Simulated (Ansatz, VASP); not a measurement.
**One calculation of SiC, two programs**

POSCAR

```
SiC
1.0
    0.0000000000      2.1740000000      2.1740000000
    2.1740000000      0.0000000000      2.1740000000
    2.1740000000      2.1740000000      0.0000000000
Si C
1 1
Direct
    0.0813140273      0.0000000000      0.0000000000
    0.7500000000      0.7500000000      0.7500000000
```

The input INCAR.step1:

```
SYSTEM = SiC
  PREC = Accurate
  ENCUT = 520
  ISMEAR = 0
  SIGMA = 0.05
  LREAL = .False.
  LASPH = .True.
  NELM = 60
  NBANDS = 11
  GGA = PE
  ALGO = Normal
  EDIFF = 1E-4
  LWAVE = .True.
  LCHARG = .False.
```

Contents of INCAR.step2:

```
SYSTEM = SiC
  PREC = Accurate
  ENCUT = 520
  EDIFF = 1E-6
  ISMEAR = 0
  SIGMA = 0.05
  LREAL = .False.
  LASPH = .True.
  NELM = 60
  ALGO = Normal
  ISIF = 2
  LWAVE = .False.
  LCHARG = .True.
  METAGGA = R2SCAN
  LMIXTAU = .True.
  LELF = .True.
  LVHAR = .True.
  NBANDS = 11
  ISTART = 1
```

Contents of KPOINTS:

```
Automatic mesh
0
Gamma
  12 12 12
  0 0 0
```

Input for Ansatz:

```yaml
crystal:
  lattice:
    - [0.0, 2.174, 2.174]
    - [2.174, 0.0, 2.174]
    - [2.174, 2.174, 0.0]
  atoms:
    - { symbol: Si, position: [0.0813140273, 0.0, 0.0] }
    - { symbol: C, position: [0.75, 0.75, 0.75] }
basis:
  ecutwfc: 500
kpoints:
  mp_grid: { grid: [12, 12, 12] }
hamiltonian:
  xc: r2scan
scf:
  occupations: { method: gaussian, width: 0.05 }
output:
  forces: true
  stress: true
  eigenvalues: true
```

Change from the starting cell: all Si atoms moved -0.250 Å, as atom 1 towards its neighbour atom 1 (Si) at 3.075 Å.

Alike in both runs: task single point; functional r2SCAN; k mesh 12 × 12 × 12; occupations gaussian, width 0.05 eV; no spin polarisation.

|  | VASP | Ansatz |
| --- | --- | --- |
| version | VASP 6.6.1 | Ansatz 0.2.0 |
| potentials or method | VASP PAW PBE potentials, release 64 (Si, C), cutoff 520 eV | scalar-relativistic, plane waves, PAW |
| valence electrons in the cell | 8 | 8 |

|  | VASP | Ansatz | Ansatz less VASP |
| --- | --- | --- | --- |
| gap on the k mesh at the Fermi level (eV) | 0.52 | 0.51 | -0.007 |
| least direct gap on the mesh (eV) | 4.49 | 4.48 | -0.013 |
| pressure (GPa) | 9.1 | 9.4 | +0.28 |
| traceless stress, the component that is largest in VASP (GPa) | -12.70 | -12.83 | -0.129 |
| rms of the force components (eV/Å) | 3.282 | 3.293 | +0.0114 |

VASP's potentials were made for PBE, not for r2SCAN. Atom by atom the forces differ by 0.012 eV/Å (rms over components). The functional is the same, so the differences come from potentials, cutoffs and numerics.
